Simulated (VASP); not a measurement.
# Mg (I4/mmm) in VASP: notebook, part 2 of 2

VASP 6.6.1. Earlier steps stand in the parts before.

## 5. Single point, PBEsol+D3(BJ)

Input file INCAR:

```
PREC = Accurate
ENCUT = 600
EDIFF = 1E-6
ISMEAR = 1
SIGMA = 0.1
LREAL = F
LASPH = T
NELM = 120
ALGO = Normal
ISIF = 2
LWAVE = F
LCHARG = F
GGA = PS
IVDW = 12
NBANDS = 7
GGA_COMPAT = F
```

Input file KPOINTS:

```
regular mesh
0
Gamma
  13 13 13
```

Input file POSCAR:

```
Mg
1.0
   -1.7524198790      1.7524198790      1.8434035103
    1.7524198790     -1.7524198790      1.8434035103
    1.7524198790      1.7524198790     -1.8434035103
Mg
1
Direct
    0.0000000000      0.0000000000      0.0000000000
```

Potentials or basis: VASP PAW PBE potentials, release 64 (Mg).

Run with:

```sh
cat potpaw_PBE.64/Mg/POTCAR > POTCAR
mpirun -np 1 vasp_std > vasp.out
```

OUTCAR:

```text
PREC = Accurate
   ENCUT = 600
   EDIFF = 1E-6
   ISMEAR = 1
   LREAL = F
   LASPH = T
   NELM = 120
   ISIF = 2
   GGA = PS
   IVDW = 12
 IVDW          = 12

 ion  position               nearest neighbor table
   1  0.000  0.000  0.000-

  LATTYP: Found a body centered tetragonal cell.
 ALAT       =     3.5048397580
 C/A-ratio  =     1.0519188537

  Lattice vectors:

 A1 = (  -1.7524198790,   1.7524198790,   1.8434035103)
 A2 = (   1.7524198790,  -1.7524198790,   1.8434035103)
 A3 = (   1.7524198790,   1.7524198790,  -1.8434035103)

Analysis of symmetry for initial positions (statically):
=====================================================================
 Subroutine PRICEL returns:
 Original cell was already a primitive cell.

 Routine SETGRP: Setting up the symmetry group for a
 body centered tetragonal supercell.

 Subroutine GETGRP returns: Found 16 space group operations
 (whereof 16 operations were pure point group operations)
 out of a pool of 16 trial point group operations.

The static configuration has the point symmetry D_4h.

Analysis of symmetry for dynamics (positions and initial velocities):
=====================================================================
 Subroutine PRICEL returns:
 Original cell was already a primitive cell.

 Routine SETGRP: Setting up the symmetry group for a
 body centered tetragonal supercell.

 Subroutine GETGRP returns: Found 16 space group operations
 (whereof 16 operations were pure point group operations)
 out of a pool of 16 trial point group operations.

The dynamic configuration has the point symmetry D_4h.

 Subroutine INISYM returns: Found 16 space group operations
 (whereof 16 operations are pure point group operations),
 and found     1 'primitive' translations

----------------------------------------------------------------------------------------

[... 109 lines left out ...]
     AMIX     =   0.40;   BMIX     =  1.00
     AMIX_MAG =   1.60;   BMIX_MAG =  1.00
  volume/ion in A,a.u.               =      22.64       152.81
  Fermi-wavevector in a.u.,A,eV,Ry     =   0.729064  1.377732  7.231972  0.531535
  Thomas-Fermi vector in A             =   1.820694
   LORBIT       =      0    0 simple, 1 ext, 2 COOP (PROOUT), +10 PAW based schemes
   GGA     = PS    functional components
   LHFCALC =     F    Hartree Fock is set to
   AEXX    =    0.0000 exact exchange contribution
   IVDW    =    12    specifies the selected vdW correction
   LEPSILON=     F    determine dielectric tensor
   LRPA    =     F    only Hartree local field effects (RPA)
 non-spin polarized calculation
 Methfessel and Paxton  Order N= 1 SIGMA  =   0.10
  energy-cutoff  :      600.00
  volume of cell :       22.64
 maximum number of plane-waves:       766
 NGX is ok and might be reduce to    28
   NGX = 13   NGY = 13   NGZ = 13

 number of electron       2.0000000 magnetization

 Free energy of the ion-electron system (eV)
  ---------------------------------------------------
  ext. energy  EPLUGINS =         0.00000000
  ---------------------------------------------------
  free energy    TOTEN  =        -1.69515205 eV

  energy without entropy =       -1.69567690  energy(sigma->0) =       -1.69532700

 E-fermi :   2.7034     XC(G=0):  -8.5793

 val. band max:        2.6935944432   @ k =  -0.3846  -0.3846   0.0769
 cond. band min:       2.7835825847   @ k =  -0.3846   0.4615   0.3077
 fundamental gap:      0.0899881415
 Fermi energy:         2.7034253164

 k-point     1 :       0.0000    0.0000    0.0000
  band No.  band energies     occupation
      1      -4.3214      2.00000
      2      15.4684      0.00000
      3      15.4684      0.00000
      4      16.4559      0.00000
      5      17.2639      0.00000
      6      17.6467      0.00000
      7      17.9251      0.00000
[... 221 lines left out ...]
 k-point    24 :       0.4615    0.1538    0.0000
  band No.  band energies     occupation
      1       0.9903      2.00000
      2       2.6246      1.97400
      3       8.1459      0.00000
      4      11.4879      0.00000
      5      15.2102      0.00000
      6      17.7072      0.00000
      7      19.2426      0.00000

 [... further k-points ...]

------------------------ aborting loop because EDIFF is reached ----------------------------------------

 Edisp (eV)   -0.26492

 E8    (eV) :    -0.1756

  FORCE on cell =-STRESS in cart. coord.  units (eV):
  Direction    XX          YY          ZZ          XY          YZ          ZX
  --------------------------------------------------------------------------------------
  -------------------------------------------------------------------------------------
  Total      -0.40201    -0.40201    -0.10058     0.00000    -0.00000     0.00000
  in kB     -28.44429   -28.44429    -7.11635     0.00000    -0.00000     0.00000
  external pressure =      -21.33 kB  Pullay stress =        0.00 kB

 VOLUME and BASIS-vectors are now :
 -----------------------------------------------------------------------------
  energy-cutoff  :      600.00
  volume of cell :       22.64
      direct lattice vectors                 reciprocal lattice vectors
    -1.752419879  1.752419879  1.843403510     0.000000000  0.285319749  0.271237413
     1.752419879 -1.752419879  1.843403510     0.285319749  0.000000000  0.271237413
     1.752419879  1.752419879 -1.843403510     0.285319749  0.285319749  0.000000000

 POSITION                                       TOTAL-FORCE (eV/Angst)
 -----------------------------------------------------------------------------------
      0.00000      0.00000      0.00000        -0.000000      0.000000     -0.000000
 -----------------------------------------------------------------------------------
    total drift:                               -0.000000     -0.000000     -0.000000

  FREE ENERGIE OF THE ION-ELECTRON SYSTEM (eV)
  ---------------------------------------------------
  free  energy   TOTEN  =        -1.9600701397 eV

  energy  without entropy=       -1.9605949831  energy(sigma->0) =       -1.96024509
```

OSZICAR:

```text
N       E                     dE             d eps       ncg     rms          rms(c)
DAV:   1    -0.936704303653E+00   -0.93670E+00   -0.85440E+02  2870   0.220E+02
DAV:   2    -0.170327665044E+01   -0.76657E+00   -0.75099E+00  3570   0.120E+01
DAV:   3    -0.170646211712E+01   -0.31855E-02   -0.31846E-02  3528   0.888E-01
DAV:   4    -0.170646771365E+01   -0.55965E-05   -0.55969E-05  3920   0.281E-02
DAV:   5    -0.170646772833E+01   -0.14680E-07   -0.14237E-07  3528   0.856E-04    0.673E-01
DAV:   6    -0.170044381862E+01    0.60239E-02   -0.34840E-04  3164   0.106E-01    0.428E-01
DAV:   7    -0.169514739604E+01    0.52964E-02   -0.15071E-03  2877   0.197E-01    0.226E-02
DAV:   8    -0.169515195336E+01   -0.45573E-05   -0.11878E-05  4172   0.207E-02    0.528E-03
DAV:   9    -0.169515205413E+01   -0.10076E-06   -0.52508E-07  2919   0.276E-03
   1 F= -.19600701E+01 E0= -.19602451E+01  d E =0.524843E-03
```

Wall time 23 s (1 thread of Intel Xeon Platinum 8259CL at 2.50GHz (Skylake/Cascade Lake), shared host); peak memory 0.19 GiB.

What came out:

* Free energy: -1.9601 eV
* Pressure: -2.1 GPa
* Band gap on the k mesh: zero (bands 1 and 2 overlap by 3.70 eV)
* Dispersion energy per atom: -0.265 eV

Stress tensor (GPa, compression positive):
```
-2.84  0.00  0.00
 0.00 -2.84  0.00
 0.00  0.00 -0.71
```

Caveat: the PAW data sets were made with another functional, which shifts forces and pressure a little.

## 6. The runs side by side

```csv
cell,gap on the mesh (eV),pressure (GPa)
"a = 3.089 Å, angles 108.1, 108.1, 112.3°, 1 atom",none,-2.2
"a = 3.087 Å, angles 109.0, 109.0, 110.4°, 1 atom",none,-2.1
"a = 3.087 Å, angles 109.9, 109.9, 108.5°, 1 atom",none,-2.1
"a = 3.089 Å, angles 110.9, 110.9, 106.7°, 1 atom",none,-2.1
```

Alike in all rows: task single point; level PBEsol+D3(BJ); potentials or basis VASP PAW PBE potentials, release 64 (Mg); no spin polarisation; k mesh 13 × 13 × 13; cutoff (eV) 600; smearing methfessel-paxton 0.1 eV.

Caveats: the PAW data sets were made with another functional, which shifts forces and pressure a little.

Total energies depend on the potentials used, so only differences within one code and one set of settings carry meaning.

The gap in the log of VASP goes by the Fermi energy; the results here count the filled bands.